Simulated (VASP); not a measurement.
# HO2 (P6_3/mmc) in VASP: single point with r2SCAN

Aim: the single point of HO2 with r2SCAN.

All numbers are computed with VASP 6.6.1; they aren't measurements. Logs are shortened: lines on timing, memory, paths and dates and some standing lists are left out, and cuts for length are marked.

### Step 1. The cell of the first run

The structure is hexagonal, space group P6_3/mmc (No. 194). Conventional cell: a = 2.544 Å, b = 2.544 Å, c = 8.042 Å, α = 90.00°, β = 90.00°, γ = 120.00°. H (site symmetry -6m2) has 6 O at 1.63 Å within 2.2 Å. O (site symmetry 3m) has 1 O at 1.40 Å and 3 H at 1.63 Å within 1.9 Å.

### Step 2. Single point, r2SCAN

Input file POSCAR:

```
HO2
1.0
    1.2720429558      2.2032430289      0.0000000000
   -1.2720429558      2.2032430289      0.0000000000
    0.0000000000      0.0000000000      8.0415922211
H O
2 4
Direct
    0.3333333333      0.3333333333      0.2500000000
    0.6666666667      0.6666666667      0.7500000000
    0.3333333333      0.3333333333      0.6630205653
    0.6666666667      0.6666666667      0.1630205653
    0.3333333333      0.3333333333      0.8369794347
    0.6666666667      0.6666666667      0.3369794347
```

Input file INCAR.step1:

```
  PREC = Accurate
  ENCUT = 520
  ISMEAR = -1
  SIGMA = 0.1
  LREAL = False
  LASPH = True
  NELM = 80
  NBANDS = 22
  GGA = PE
  ALGO = Normal
  EDIFF = 1E-4
  LWAVE = True
  LCHARG = False
```

Input file INCAR.step2:

```
  PREC = Accurate
  ENCUT = 520
  EDIFF = 1E-6
  ISMEAR = -1
  SIGMA = 0.1
  LREAL = False
  LASPH = True
  NELM = 80
  ALGO = Normal
  ISIF = 2
  LWAVE = False
  LCHARG = False
  METAGGA = R2SCAN
  LMIXTAU = True
  NBANDS = 22
  ISTART = 1
```

Input file KPOINTS:

```
regular mesh
0
Gamma
  13 13 3
```

Potentials or basis: VASP PAW PBE potentials, release 64 (H, O).

Started as:

```
> cat potpaw_PBE.64/H/POTCAR potpaw_PBE.64/O/POTCAR > POTCAR
> cp INCAR.step1 INCAR
> mpirun -np 1 vasp_std > vasp.out
> cp INCAR.step2 INCAR
> mpirun -np 1 vasp_std > vasp.out
```

OUTCAR:

```text
PREC = Accurate
   ENCUT = 520
   EDIFF = 1E-6
   ISMEAR = -1
   LREAL = False
   LASPH = True
   NELM = 80
   ISIF = 2
   METAGGA = R2SCAN
   ISTART = 1

 ion  position               nearest neighbor table
   1  0.333  0.333  0.250-
   2  0.667  0.667  0.750-
   3  0.333  0.333  0.663-   5 1.40
   4  0.667  0.667  0.163-   6 1.40
   5  0.333  0.333  0.837-   3 1.40
   6  0.667  0.667  0.337-   4 1.40

  LATTYP: Found a hexagonal cell.
 ALAT       =     2.5440859116
 C/A-ratio  =     3.1608964871

  Lattice vectors:

 A1 = (   1.2720429558,  -2.2032430289,   0.0000000000)
 A2 = (   1.2720429558,   2.2032430289,   0.0000000000)
 A3 = (   0.0000000000,   0.0000000000,   8.0415922211)

Analysis of symmetry for initial positions (statically):
=====================================================================
 Subroutine PRICEL returns:
 Original cell was already a primitive cell.

 Routine SETGRP: Setting up the symmetry group for a
 hexagonal supercell.

 Subroutine GETGRP returns: Found 24 space group operations
 (whereof 12 operations were pure point group operations)
 out of a pool of 24 trial point group operations.

The static configuration has the point symmetry D_3d.
 The point group associated with its full space group is D_6h.

Analysis of symmetry for dynamics (positions and initial velocities):
=====================================================================
 Subroutine PRICEL returns:
 Original cell was already a primitive cell.

 Routine SETGRP: Setting up the symmetry group for a
 hexagonal supercell.

 Subroutine GETGRP returns: Found 24 space group operations
 (whereof 12 operations were pure point group operations)
 out of a pool of 24 trial point group operations.

The dynamic configuration has the point symmetry D_3d.
 The point group associated with its full space group is D_6h.

 Subroutine INISYM returns: Found 24 space group operations
 (whereof 12 operations are pure point group operations),
 and found     1 'primitive' translations

----------------------------------------------------------------------------------------

                                     Primitive cell

  volume of cell :      45.0751

  direct lattice vectors                    reciprocal lattice vectors
     1.272042956  2.203243029  0.000000000     0.393068487  0.226938197  0.000000000
[... 88 lines left out ...]
   ISPIN  =      1    spin polarized calculation?
   LNONCOLLINEAR =      F non collinear calculations
   LSORBIT =      F    spin-orbit coupling
   LASPH  =      T    aspherical Exc in radial PAW
   ENCUT  =  520.0 eV  38.22 Ry    6.18 a.u.   4.73  4.73 14.95*2*pi/ulx,y,z
   NELM   =     80;   NELMIN=  2; NELMDL=  0     # of ELM steps
   EDIFF  = 0.1E-05   stopping-criterion for ELM
   LREAL  =      F    real-space projection
   EDIFFG = 0.1E-04   stopping-criterion for IOM
   NSW    =      0    number of steps for IOM
   IBRION =     -1    ionic relax: 0-MD 1-quasi-New 2-CG
   NFREE  =      0    steps in history (QN), initial steepest desc. (CG)
   ISIF   =      2    stress and relaxation
   ISYM   =      2    0-nonsym 1-usesym 2-fastsym
   POTIM  = 0.5000    time-step for ionic-motion
   TEBEG  =    0.0;   TEEND  =   0.0 temperature during run
   PSTRESS=    0.0 pullay stress
   NELECT =      26.0000    total number of electrons
   NUPDOWN=      -1.0000    fix difference up-down
   EMIN   =  10.00;   EMAX   =-10.00  energy-range for DOS
   EFERMI =   0.00;   METHOD = LEGACY
   ISMEAR =    -1;   SIGMA  =   0.10  broadening in eV -4-tet -1-fermi 0-gaus
   EFERMI_NEDOS =   21; number of points for ismear=-14 and -15
   IALGO  =     38    algorithm
   IMIX   =      4    mixing-type and parameters
     AMIX     =   0.40;   BMIX     =  1.00
     AMIX_MAG =   1.60;   BMIX_MAG =  1.00
  volume/ion in A,a.u.               =       7.51        50.70
  Fermi-wavevector in a.u.,A,eV,Ry     =   1.362764  2.575250 25.267716  1.857125
  Thomas-Fermi vector in A             =   2.489225
   LORBIT       =      0    0 simple, 1 ext, 2 COOP (PROOUT), +10 PAW based schemes
   METAGGA = R2SCAN    functional components
   LHFCALC =     F    Hartree Fock is set to
   AEXX    =    0.0000 exact exchange contribution
   IVDW    =     0    specifies the selected vdW correction
   LEPSILON=     F    determine dielectric tensor
   LRPA    =     F    only Hartree local field effects (RPA)
 non-spin polarized calculation
  energy-cutoff  :      520.00
  volume of cell :       45.08
 maximum number of plane-waves:      1241
   NGX =  9   NGY =  9   NGZ = 29

 number of electron      25.9999997 magnetization

 Free energy of the ion-electron system (eV)
  ---------------------------------------------------
  ext. energy  EPLUGINS =         0.00000000
  ---------------------------------------------------
  free energy    TOTEN  =       -25.63581244 eV

  energy without entropy =      -25.51833924  energy(sigma->0) =      -25.57707584

 E-fermi :   1.1044     XC(G=0): -10.8775

 val. band max:        1.0826024923   @ k =   0.3846  -0.0000   0.0000
 cond. band min:       1.1209761286   @ k =   0.3846  -0.0000   0.3333
 fundamental gap:      0.0383736363
 Fermi energy:         1.1044144190

 k-point     1 :       0.0000    0.0000    0.0000
  band No.  band energies     occupation
      1     -25.1512      2.00000
      2     -25.0805      2.00000
      3     -16.1108      2.00000
      4     -15.5951      2.00000
      5      -6.8552      2.00000
      6      -5.3981      2.00000
[... 589 lines left out ...]
     21      19.1638      0.00000
     22      19.2105      0.00000

 [... further k-points ...]
[... 5 lines left out ...]
  --------------------------------------------------------------------------------------
  -------------------------------------------------------------------------------------
  Total       -0.0010418     -0.0010418      1.3136775      0.0000000      0.0000000     -0.0000000
  in kB       -0.0370312     -0.0370312     46.6942184      0.0000000      0.0000000     -0.0000000
  external PRESSURE =      15.5400520 kB  Pullay stress =       0.0000000 kB

 VOLUME and BASIS-vectors are now :
 -----------------------------------------------------------------------------
  energy-cutoff  :      520.00
  volume of cell :       45.08
      direct lattice vectors                 reciprocal lattice vectors
     1.272042956  2.203243029  0.000000000     0.393068487  0.226938197  0.000000000
    -1.272042956  2.203243029  0.000000000    -0.393068487  0.226938197  0.000000000
     0.000000000  0.000000000  8.041592221     0.000000000  0.000000000  0.124353483

 POSITION                                       TOTAL-FORCE (eV/Angst)
 -----------------------------------------------------------------------------------
      0.00000      1.46883      2.01040         0.000000      0.000000     -0.000000
      0.00000      2.93766      6.03119         0.000000     -0.000000     -0.000000
      0.00000      1.46883      5.33174        -0.000000      0.000000     -0.526397
      0.00000      2.93766      1.31094        -0.000000      0.000000     -0.526397
      0.00000      1.46883      6.73065        -0.000000     -0.000000      0.526397
      0.00000      2.93766      2.70985         0.000000     -0.000000      0.526397
 -----------------------------------------------------------------------------------
    total drift:                                0.000000     -0.000000     -0.000000

  FREE ENERGIE OF THE ION-ELECTRON SYSTEM (eV)
  ---------------------------------------------------
  free  energy   TOTEN  =       -25.6358124362 eV

  energy  without entropy=      -25.5183392395  energy(sigma->0) =      -25.57707584
```

OUTCAR.step1:

```text
PREC = Accurate
   ENCUT = 520
   ISMEAR = -1
   LREAL = False
   LASPH = True
   NELM = 80
[... 837 lines left out ...]
      0.00000      2.93766      1.31094         0.000000     -0.000000     -0.822315
      0.00000      1.46883      6.73065         0.000000     -0.000000      0.822315
      0.00000      2.93766      2.70985         0.000000      0.000000      0.822315
 -----------------------------------------------------------------------------------
    total drift:                                0.000000     -0.000000     -0.000000

  FREE ENERGIE OF THE ION-ELECTRON SYSTEM (eV)
  ---------------------------------------------------
  free  energy   TOTEN  =       -22.1188506985 eV

  energy  without entropy=      -21.9986097097  energy(sigma->0) =      -22.05873020
```

OSZICAR.step1:

```text
N       E                     dE             d eps       ncg     rms          rms(c)
DAV:   1     0.123870065158E+03    0.12387E+03   -0.14981E+04  1856   0.114E+03
DAV:   2    -0.169961587982E+02   -0.14087E+03   -0.13524E+03  2390   0.256E+02
DAV:   3    -0.233135599954E+02   -0.63174E+01   -0.62202E+01  2172   0.523E+01
DAV:   4    -0.233506091067E+02   -0.37049E-01   -0.37044E-01  2102   0.453E+00
DAV:   5    -0.233508380932E+02   -0.22899E-03   -0.22898E-03  2220   0.319E-01    0.844E+00
DAV:   6    -0.222698721197E+02    0.10810E+01   -0.10266E+00  2040   0.821E+00    0.405E+00
DAV:   7    -0.221196472432E+02    0.15022E+00   -0.46270E-01  2214   0.533E+00    0.119E+00
DAV:   8    -0.221192125313E+02    0.43471E-03   -0.57565E-02  1938   0.180E+00    0.206E-01
DAV:   9    -0.221189396764E+02    0.27285E-03   -0.39590E-03  2160   0.452E-01    0.102E-01
DAV:  10    -0.221188294363E+02    0.11024E-03   -0.43999E-04  2154   0.169E-01    0.241E-02
DAV:  11    -0.221188506985E+02   -0.21262E-04   -0.53725E-05  1230   0.575E-02
   1 F= -.22118851E+02 E0= -.22058730E+02  d E =-.120241E+00
```

Wall time 2.3 min (1 thread of Intel Xeon Platinum 8259CL at 2.50GHz (Skylake/Cascade Lake), shared host); peak memory 0.17 GiB.

Results:

* Free energy: -25.6358 eV
* Pressure: 1.6 GPa
* Largest force: 0.526 eV/Å
* Band gap on the k mesh: zero (band 13 reaches 1.82 eV, above the bottom of band 14 at -0.42 eV)

Forces in eV/Å, atoms in the order of the input:
```
H    0.000  0.000  0.000
H    0.000  0.000  0.000
O    0.000  0.000 -0.526
O    0.000  0.000 -0.526
O    0.000  0.000  0.526
O    0.000  0.000  0.526
```

Levels at points of the mesh, in eV from the Fermi level:
```csv
k point,band 10,band 11,band 12,band 13,band 14,band 15,band 16,band 17
"(0.00, 0.00, 0.00)",-3.71,0.65,0.65,0.71,0.71,2.57,2.60,3.60
```

Caveat: the PAW data sets were made with another functional, which shifts forces and pressure a little.
